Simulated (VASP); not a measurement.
Runs of VASP 6.6.1 on KCl. Symmetry: Pm-3m, No. 221, cubic system. Conventional cell: a = 3.771 Å, b = 3.771 Å, c = 3.771 Å, α = 90.00°, β = 90.00°, γ = 90.00°. K (site symmetry m-3m) has 8 Cl at 3.27 Å and 6 K at 3.77 Å within 4.3 Å. Within 4.3 Å of Cl (site symmetry m-3m) lie 8 K at 3.27 Å and 6 Cl at 3.77 Å. 

| level | potentials or basis | k mesh | cutoff (eV) | smearing | grid for exact exchange (PRECFOCK) | screening parameter | gap on the mesh (eV) | pressure (GPa) |
| --- | --- | --- | --- | --- | --- | --- | --- | --- |
| LDA | VASP PAW LDA potentials, release 64 (K_sv, Cl) | 2 × 2 × 2 | 500 | gaussian 0.01 eV | - | - | 4.46 | -0.8 |
| r2SCAN | VASP PAW PBE potentials, release 64 (K_sv, Cl) | 6 × 6 × 6 | 520 | gaussian 0.01 eV | - | - | 5.81 | 0.0 |
| r2SCAN | VASP PAW PBE potentials, release 64 (K_sv, Cl) | 6 × 6 × 6 | 520 | methfessel-paxton 0.2 eV | - | - | 5.81 | -0.1 |
| HSE06 | VASP PAW PBE potentials, release 64 (K_sv, Cl) | 4 × 4 × 4 | 520 | gaussian 0.01 eV | Normal | 0.2079 1/Å | 6.37 | 0.7 |
| r2SCAN | VASP PAW PBE potentials, release 64 (K_sv, Cl) | 2 × 2 × 2 | 520 | gaussian 0.01 eV | - | - | (c) | 1.4 |
| r2SCAN | VASP PAW PBE potentials, release 64 (K_sv, Cl) | 6 × 6 × 6 | 520 | gaussian 0.001 eV | - | - | 5.81 | 0.0 |
| r2SCAN | VASP PAW PBE potentials, release 64 (K_sv, Cl) | 6 × 6 × 6 | 520 | methfessel-paxton 0.001 eV | - | - | 5.81 | 0.0 |
| r2SCAN+D3(BJ) | VASP PAW PBE potentials, release 64 (K_sv, Cl) | 6 × 6 × 6 | 520 | gaussian 0.01 eV | - | - | 5.81 | (b) |
| r2SCAN | VASP PAW PBE potentials, release 64 (K_sv, Cl) | 6 × 6 × 6 | 520 | fermi-dirac 0.5 eV | - | - | 5.81 | 0.0 |
| r2SCAN | VASP PAW PBE potentials, release 64 (K_sv, Cl) | 6 × 6 × 6 | 520 | fermi-dirac 0.001 eV | - | - | 5.81 | 0.0 |
| r2SCAN | VASP PAW PBE potentials, release 64 (K_sv, Cl) | 6 × 6 × 6 | 520 | methfessel-paxton 0.5 eV | - | - | (a) | -0.2 |

Alike in all rows: task single point; no spin polarisation; cell as given.

Question: Fill in the values left out.

Answer: (a) 5.82; (b) -0.7; (c) 5.71.

Caveats: some runs use coarse meshes; the PAW data sets were made with another functional, which shifts forces and pressure a little (some runs).

A k mesh can miss the band edges.
